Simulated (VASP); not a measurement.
Crystal: SnS2.

```
Sn S
1.0
     3.60500    0.00000    0.00000
    -1.80250    3.12202    0.00000
     0.00000    0.00000    5.62380
Sn S
1 2
Direct
  0.00000 0.00000 0.00000
  0.66667 0.33333 0.72870
  0.33333 0.66667 0.27130
```

This cell differs from its parent crystal: z stretched by +3 %.

```yaml
Program: VASP 6.6.1
Task: relaxation of the atoms
Functional: PBE
Potentials_or_basis: VASP PAW PBE potentials, release 64 (Sn_d, S)
Cutoff: 450 eV
k_mesh: 14 × 14 × 8
Occupations: fermi-dirac, width 0.02 eV
Spin: no spin polarisation
```

At the start: pressure 4.3 GPa; volume 21.10 Å³/atom.

Task: Where does the relaxation end?

Result: Over 3 steps the energy falls by 5.3 meV/atom at a fixed cell; space group P-3m1 (No. 164, to 0.1 Å) before and after.

Step by step:
| step | energy change (eV) | largest force (eV/Å) | pressure (GPa) |
| --- | --- | --- | --- |
| 1 | 0.0000 | 0.4322 | 4.28 |
| 2 | -0.0130 | 0.1883 | 5.20 |
| 3 | -0.0160 | 0.0043 | 5.91 |

Final structure:
```cif
data_structure
_symmetry_space_group_name_H-M 'P 1'
_symmetry_Int_Tables_number 1
_cell_length_a 3.6050
_cell_length_b 3.6050
_cell_length_c 5.6238
_cell_angle_alpha 90.000
_cell_angle_beta 90.000
_cell_angle_gamma 120.000
_cell_volume 63.30
loop_
_atom_site_label
_atom_site_type_symbol
_atom_site_fract_x
_atom_site_fract_y
_atom_site_fract_z
_atom_site_occupancy
Sn1 Sn 0.00000 0.00000 0.00000 1
S1 S 0.66667 0.33333 0.73512 1
S2 S 0.33333 0.66667 0.26488 1
```

Caveat: the cell differs from its parent crystal (z stretched by +3 %).
